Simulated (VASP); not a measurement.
# MgSe (l.bB) (Fm-3m) in VASP: notebook

MgSe (l.bB) is run at these levels: LDA; tasks: single point.

Program: VASP 6.6.1. These are calculated values, not measurements. Logs are shortened: lines on timing, memory, paths and dates and some standing lists are left out, and cuts for length are marked.

## 1. The cell of the first run

The structure is cubic, space group Fm-3m (No. 225). The conventional cell has a = 5.450 Å, b = 5.450 Å, c = 5.450 Å, α = 90.00°, β = 90.00°, γ = 90.00°. Mg (site symmetry m-3m) has 6 Se at 2.73 Å within 3.6 Å. Within 3.6 Å of Se (site symmetry m-3m) lie 6 Mg at 2.73 Å.

## 2. Single point, LDA

INCAR reads:

```
PREC = Accurate
ENCUT = 600
EDIFF = 1E-6
ISMEAR = 0
SIGMA = 0.1
LREAL = False
LASPH = True
NELM = 120
ALGO = Normal
ISIF = 2
LWAVE = False
LCHARG = True
LELF = True
LVHAR = True
NBANDS = 11
GGA_COMPAT = False
```

KPOINTS reads:

```
regular mesh
0
Gamma
  6 6 6
```

POSCAR reads:

```
MgSe
1.0
    0.0000000000      2.7250000000      2.7250000000
    2.7250000000      0.0000000000      2.7250000000
    2.7250000000      2.7250000000      0.0000000000
Mg Se
1 1
Direct
    0.0000000000      0.0000000000      0.0000000000
    0.5000000000      0.5000000000      0.5000000000
```

Potentials or basis: VASP PAW LDA potentials, release 64 (Mg, Se).

The run is started by

```
cat potpaw_LDA.64/Mg/POTCAR potpaw_LDA.64/Se/POTCAR > POTCAR
mpirun -np 1 vasp_std > vasp.out
```

OUTCAR:

```text
PREC = Accurate
   ENCUT = 600
   EDIFF = 1E-6
   ISMEAR = 0
   LREAL = False
   LASPH = True
   NELM = 120
   ISIF = 2

 ion  position               nearest neighbor table
   1  0.000  0.000  0.000-   2 2.73   2 2.73   2 2.73   2 2.73   2 2.73   2 2.73
   2  0.500  0.500  0.500-   1 2.73   1 2.73   1 2.73   1 2.73   1 2.73   1 2.73

  LATTYP: Found a face centered cubic cell.
 ALAT       =     5.4500000000

  Lattice vectors:

 A1 = (   0.0000000000,   2.7250000000,   2.7250000000)
 A2 = (   2.7250000000,   0.0000000000,   2.7250000000)
 A3 = (   2.7250000000,   2.7250000000,   0.0000000000)

Analysis of symmetry for initial positions (statically):
=====================================================================
 Subroutine PRICEL returns:
 Original cell was already a primitive cell.

 Routine SETGRP: Setting up the symmetry group for a
 face centered cubic supercell.

 Subroutine GETGRP returns: Found 48 space group operations
 (whereof 48 operations were pure point group operations)
 out of a pool of 48 trial point group operations.

The static configuration has the point symmetry O_h .

Analysis of symmetry for dynamics (positions and initial velocities):
=====================================================================
 Subroutine PRICEL returns:
 Original cell was already a primitive cell.

 Routine SETGRP: Setting up the symmetry group for a
 face centered cubic supercell.

 Subroutine GETGRP returns: Found 48 space group operations
 (whereof 48 operations were pure point group operations)
 out of a pool of 48 trial point group operations.

The dynamic configuration has the point symmetry O_h .

 Subroutine INISYM returns: Found 48 space group operations
 (whereof 48 operations are pure point group operations),
 and found     1 'primitive' translations

----------------------------------------------------------------------------------------

                                     Primitive cell

  volume of cell :      40.4697

  direct lattice vectors                    reciprocal lattice vectors
     0.000000000  2.725000000  2.725000000    -0.183486239  0.183486239  0.183486239
     2.725000000  0.000000000  2.725000000     0.183486239 -0.183486239  0.183486239
     2.725000000  2.725000000  0.000000000     0.183486239  0.183486239 -0.183486239

  length of vectors
     3.853731957  3.853731957  3.853731957     0.317807488  0.317807488  0.317807488

  position of ions in fractional coordinates (direct lattice)
     0.000000000  0.000000000  0.000000000
     0.500000000  0.500000000  0.500000000

  ion indices of the primitive-cell ions
   primitive index   ion index
                 1           1
                 2           2

----------------------------------------------------------------------------------------

 KPOINTS: regular mesh

Automatic generation of k-mesh.
 Grid dimensions read from file:
 generate k-points for:    6    6    6

 Generating k-lattice:

  Cartesian coordinates                     Fractional coordinates (reciprocal lattice)
    -0.030581040  0.030581040  0.030581040     0.166666667  0.000000000  0.000000000
     0.030581040 -0.030581040  0.030581040     0.000000000  0.166666667  0.000000000
     0.030581040  0.030581040 -0.030581040     0.000000000  0.000000000  0.166666667

  Length of vectors
     0.052967915  0.052967915  0.052967915

  Shift w.r.t. Gamma in fractional coordinates (k-lattice)
     0.000000000  0.000000000  0.000000000

 Subroutine IBZKPT returns following result:
 ===========================================

 Found     16 irreducible k-points:

 Following reciprocal coordinates:
            Coordinates               Weight
  0.000000  0.000000  0.000000      1.000000
  0.166667  0.000000  0.000000      8.000000
  0.333333  0.000000  0.000000      8.000000
  0.500000  0.000000  0.000000      4.000000
  0.166667  0.166667  0.000000      6.000000
  0.333333  0.166667  0.000000     24.000000
[... 8 lines left out ...]
 -0.333333  0.333333  0.166667     24.000000
 -0.333333  0.500000  0.166667     12.000000
   k-points           NKPTS =     16   k-points in BZ     NKDIM =     16   number of bands    NBANDS=     11
   number of dos      NEDOS =    301   number of ions     NIONS =      2
   total plane-waves  NPLWV =  32768
   dimension x,y,z NGX =    32 NGY =   32 NGZ =   32
   dimension x,y,z NGXF=    64 NGYF=   64 NGZF=   64
   ions per type =               1   1
   NGX,Y,Z   is equivalent  to a cutoff of  13.80, 13.80, 13.80 a.u.
   NGXF,Y,Z  is equivalent  to a cutoff of  27.61, 27.61, 27.61 a.u.
 SYSTEM =  unknown system
   PREC   = accura    normal or accurate (medium, high low for compatibility)
   ISTART =      0    job   : 0-new  1-cont  2-samecut
   ICHARG =      2    charge: 1-file 2-atom 10-const
   ISPIN  =      1    spin polarized calculation?
   LNONCOLLINEAR =      F non collinear calculations
   LSORBIT =      F    spin-orbit coupling
   LASPH  =      T    aspherical Exc in radial PAW
   ENCUT  =  600.0 eV  44.10 Ry    6.64 a.u.   7.70  7.70  7.70*2*pi/ulx,y,z
   NELM   =    120;   NELMIN=  2; NELMDL= -5     # of ELM steps
   EDIFF  = 0.1E-05   stopping-criterion for ELM
   LREAL  =      F    real-space projection
   EDIFFG = 0.1E-04   stopping-criterion for IOM
   NSW    =      0    number of steps for IOM
   IBRION =     -1    ionic relax: 0-MD 1-quasi-New 2-CG
   NFREE  =      0    steps in history (QN), initial steepest desc. (CG)
   ISIF   =      2    stress and relaxation
   ISYM   =      2    0-nonsym 1-usesym 2-fastsym
   POTIM  = 0.5000    time-step for ionic-motion
   TEBEG  =    0.0;   TEEND  =   0.0 temperature during run
   PSTRESS=    0.0 pullay stress
   NELECT =       8.0000    total number of electrons
   NUPDOWN=      -1.0000    fix difference up-down
   EMIN   =  10.00;   EMAX   =-10.00  energy-range for DOS
   EFERMI =   0.00;   METHOD = LEGACY
   ISMEAR =     0;   SIGMA  =   0.10  broadening in eV -4-tet -1-fermi 0-gaus
   EFERMI_NEDOS =   21; number of points for ismear=-14 and -15
   IALGO  =     38    algorithm
   IMIX   =      4    mixing-type and parameters
     AMIX     =   0.40;   BMIX     =  1.00
     AMIX_MAG =   1.60;   BMIX_MAG =  1.00
  volume/ion in A,a.u.               =      20.23       136.55
  Fermi-wavevector in a.u.,A,eV,Ry     =   0.953663  1.802162 12.374136  0.909473
  Thomas-Fermi vector in A             =   2.082339
   LORBIT       =      0    0 simple, 1 ext, 2 COOP (PROOUT), +10 PAW based schemes
   GGA     = CA    functional components
   LHFCALC =     F    Hartree Fock is set to
   AEXX    =    0.0000 exact exchange contribution
   IVDW    =     0    specifies the selected vdW correction
   LEPSILON=     F    determine dielectric tensor
   LRPA    =     F    only Hartree local field effects (RPA)
 non-spin polarized calculation
 Gauss-broadening in eV      SIGMA  =   0.10
  energy-cutoff  :      600.00
  volume of cell :       40.47
 maximum number of plane-waves:      1363
   NGX = 15   NGY = 15   NGZ = 15

 number of electron       8.0000001 magnetization

 Free energy of the ion-electron system (eV)
  ---------------------------------------------------
  ext. energy  EPLUGINS =         0.00000000
  ---------------------------------------------------
  free energy    TOTEN  =        -8.58485480 eV

  energy without entropy =       -8.58485480  energy(sigma->0) =       -8.58485480

 E-fermi :   3.6886     XC(G=0):  -9.7521

 val. band max:        3.1777027925   @ k =   0.0000   0.0000   0.0000
 cond. band min:       4.8230130954   @ k =   0.5000   0.5000   0.0000
 fundamental gap:      1.6453103029
 Fermi energy:         3.6886192041

 k-point     1 :       0.0000    0.0000    0.0000
  band No.  band energies     occupation
      1      -9.7940      2.00000
      2       3.1777      2.00000
      3       3.1777      2.00000
      4       3.1777      2.00000
      5       5.5784      0.00000
      6      10.5346      0.00000
      7      10.5346      0.00000
      8      10.5346      0.00000
      9      13.1149      0.00000
     10      13.1149      0.00000
     11      14.0571      0.00000

 k-point     2 :       0.1667    0.0000    0.0000
  band No.  band energies     occupation
      1      -9.5619      2.00000
      2       1.3097      2.00000
      3       3.0093      2.00000
      4       3.0093      2.00000
      5       6.9130      0.00000
      6      10.2370      0.00000
      7      10.6934      0.00000
      8      10.6934      0.00000
      9      11.9896      0.00000
     10      11.9896      0.00000
     11      13.4910      0.00000

 k-point     3 :       0.3333    0.0000    0.0000
  band No.  band energies     occupation
      1      -9.0111      2.00000
      2      -0.8861      2.00000
      3       2.7213      2.00000
      4       2.7213      2.00000
      5       7.0615      0.00000
      6       9.6235      0.00000
      7       9.6235      0.00000
      8      11.5919      0.00000
      9      12.9786      0.00000
     10      13.8976      0.00000
     11      13.8976      0.00000

 k-point     4 :       0.5000    0.0000    0.0000
  band No.  band energies     occupation
      1      -8.6694      2.00000
      2      -1.8197      2.00000
      3       2.5957      2.00000
      4       2.5957      2.00000
      5       6.8817      0.00000
      6       9.1704      0.00000
      7       9.1704      0.00000
      8      11.6014      0.00000
      9      14.4849      0.00000
     10      16.9230      0.00000
     11      16.9230      0.00000
[... 127 lines left out ...]
 k-point    14 :       0.5000    0.3333    0.1667
  band No.  band energies     occupation
      1      -8.6391      2.00000
      2      -0.7077      2.00000
      3       0.8681      2.00000
      4       1.8505      2.00000
      5       7.4469      0.00000
      6       9.3112      0.00000
      7       9.5791      0.00000
      8      12.2538      0.00000
      9      13.9356      0.00000
     10      16.4051      0.00000
     11      17.3107      0.00000

 k-point    15 :      -0.3333    0.3333    0.1667
  band No.  band energies     occupation
      1      -8.4087      2.00000
      2      -0.9134      2.00000
      3       0.3444      2.00000
      4       1.4581      2.00000
      5       7.6098      0.00000
      6       9.0513      0.00000
      7      11.4023      0.00000
      8      11.4220      0.00000
      9      14.0800      0.00000
     10      15.5452      0.00000
     11      18.2577      0.00000

 k-point    16 :      -0.3333    0.5000    0.1667
  band No.  band energies     occupation
      1      -8.3212      2.00000
      2      -0.6833      2.00000
      3       0.4749      2.00000
      4       0.7434      2.00000
      5       6.6323      0.00000
      6       8.9149      0.00000
      7      11.2373      0.00000
      8      12.5864      0.00000
      9      15.5743      0.00000
     10      16.8866      0.00000
     11      17.6946      0.00000

------------------------ aborting loop because EDIFF is reached ----------------------------------------

  FORCE on cell =-STRESS in cart. coord.  units (eV):
  Direction    XX          YY          ZZ          XY          YZ          ZX
  --------------------------------------------------------------------------------------
  -------------------------------------------------------------------------------------
  Total       -0.5968138     -0.5968138     -0.5968138     -0.0000000      0.0000000     -0.0000000
  in kB      -23.6276154    -23.6276154    -23.6276154     -0.0000000      0.0000000     -0.0000000
  external PRESSURE =     -23.6276154 kB  Pullay stress =       0.0000000 kB

 VOLUME and BASIS-vectors are now :
 -----------------------------------------------------------------------------
  energy-cutoff  :      600.00
  volume of cell :       40.47
      direct lattice vectors                 reciprocal lattice vectors
     0.000000000  2.725000000  2.725000000    -0.183486239  0.183486239  0.183486239
     2.725000000  0.000000000  2.725000000     0.183486239 -0.183486239  0.183486239
     2.725000000  2.725000000  0.000000000     0.183486239  0.183486239 -0.183486239

 POSITION                                       TOTAL-FORCE (eV/Angst)
 -----------------------------------------------------------------------------------
      0.00000      0.00000      0.00000         0.000000     -0.000000     -0.000000
      2.72500      2.72500      2.72500        -0.000000      0.000000      0.000000
 -----------------------------------------------------------------------------------
    total drift:                               -0.000000     -0.000000      0.000000

  FREE ENERGIE OF THE ION-ELECTRON SYSTEM (eV)
  ---------------------------------------------------
  free  energy   TOTEN  =        -8.5848547973 eV

  energy  without entropy=       -8.5848547973  energy(sigma->0) =       -8.58485480
```

Run time: 10 s. Hardware: 1 thread of Intel Xeon 8259CL, shared host; peak memory 0.15 GiB.

Results:

```yaml
Free_energy: -8.5849 eV
Pressure: -2.4 GPa
Band_gap_on_the_k_mesh: 1.65 eV, indirect (least direct gap 2.40 eV)
```

A k mesh can miss the band edges. Expect the measured gap to be larger: semilocal functionals such as LDA lack the derivative discontinuity.

## 3. Single point, LDA

This run uses another cell than the first one, of 19.59 Å³/atom, 0.968 times its volume.

INCAR reads:

```
PREC = Accurate ; ENCUT = 600
EDIFF = 1E-6 ; ISMEAR = 0
SIGMA = 0.02 ; LREAL = F
LASPH = T ; NELM = 120
ALGO = Normal ; ISIF = 2
LWAVE = F ; LCHARG = T
LELF = T ; LVHAR = T
NBANDS = 11 ; GGA_COMPAT = F
```

KPOINTS reads:

```
regular mesh
0
Gamma
  8 8 8
```

POSCAR reads:

```
MgSe
1.0
    0.0000000000      2.6958605978      2.6958605978
    2.6958605978      0.0000000000      2.6958605978
    2.6958605978      2.6958605978      0.0000000000
Mg Se
1 1
Direct
    0.0000000000      0.0000000000      0.0000000000
    0.5000000000      0.5000000000      0.5000000000
```

Potentials or basis: VASP PAW LDA potentials, release 64 (Mg, Se).

The run is started by

```
cat potpaw_LDA.64/Mg/POTCAR potpaw_LDA.64/Se/POTCAR > POTCAR
mpirun -np 1 vasp_std > vasp.out
```

Run time: 21 s. Hardware: 1 thread of Intel Xeon 8259CL, shared host; peak memory 0.15 GiB.

It converged, with:

```
Free energy            : -8.6013 eV
Pressure               : -0.3 GPa
Band gap on the k mesh : 1.70 eV, indirect (least direct gap 2.62 eV)
```

Levels at points of the mesh, in eV from the valence-band top:
```csv
k point,band 2,band 3,band 4,band 5,band 6,band 7
"(0.00, 0.00, 0.00)",0.00,0.00,0.00,2.62,7.35,7.35
"(0.50, 0.00, 0.00)",-5.18,-0.62,-0.62,3.75,6.04,6.04
"(0.50, 0.50, 0.00)",-4.47,-1.88,-1.88,1.70,3.79,11.91
```

## 4. Single point, LDA

This run uses another cell than the first one, of 19.59 Å³/atom, 0.968 times its volume.

INCAR reads:

```
SYSTEM = MgSe
PREC = Accurate ; ENCUT = 600
EDIFF = 1E-6 ; ISMEAR = 0
SIGMA = 0.02 ; LREAL = .FALSE.
LASPH = .TRUE. ; NELM = 120
ALGO = Normal ; ISIF = 2
LWAVE = .FALSE. ; LCHARG = .FALSE.
NBANDS = 11 ; GGA_COMPAT = .FALSE.
```

KPOINTS reads:

```
Automatic mesh
0
G
  10 10 10
  0 0 0
```

POSCAR is that of step 3.

The run is started by

```
cat potpaw_LDA.64/Mg/POTCAR potpaw_LDA.64/Se/POTCAR > POTCAR
mpirun -np 1 vasp_std > vasp.out
```

Wall time 30 s (1 thread of Intel Xeon 8259CL, shared host); peak memory 0.16 GiB.

The run converged. Its results:

- Free energy: -8.6019 eV
- Pressure: -0.3 GPa
- Band gap on the k mesh: 1.70 eV, indirect (least direct gap 2.62 eV)

Levels at points of the mesh, in eV from the valence-band top:
```csv
k point,band 1,band 2,band 3,band 4,band 5,band 6,band 7,band 8,band 9
"(0.00, 0.00, 0.00)",-13.16,0.00,0.00,0.00,2.62,7.35,7.35,7.35,10.00
"(0.50, 0.00, 0.00)",-11.95,-5.17,-0.62,-0.62,3.75,6.04,6.04,8.67,11.54
"(0.50, 0.50, 0.00)",-11.61,-4.47,-1.88,-1.88,1.70,3.79,11.91,12.29,12.29
```

A k mesh can miss the band edges. LDA gaps usually lie below the measured ones, often by a third to a half.

## 5. Overview

| cell | k mesh | smearing | gap on the mesh (eV) | pressure (GPa) |
| --- | --- | --- | --- | --- |
| a = 3.854 Å, angles 60.0°, 2 atoms | 6 × 6 × 6 | gaussian 0.1 eV | 1.65 | -2.4 |
| a = 3.813 Å, angles 60.0°, 2 atoms | 8 × 8 × 8 | gaussian 0.02 eV | 1.70 | -0.3 |
| a = 3.813 Å, angles 60.0°, 2 atoms | 10 × 10 × 10 | gaussian 0.02 eV | 1.70 | -0.3 |

Alike in all rows: task single point; level LDA; potentials or basis VASP PAW LDA potentials, release 64 (Mg, Se); no spin polarisation; cutoff (eV) 600.

Total energies depend on the potentials used, so only differences within one code and one set of settings carry meaning.
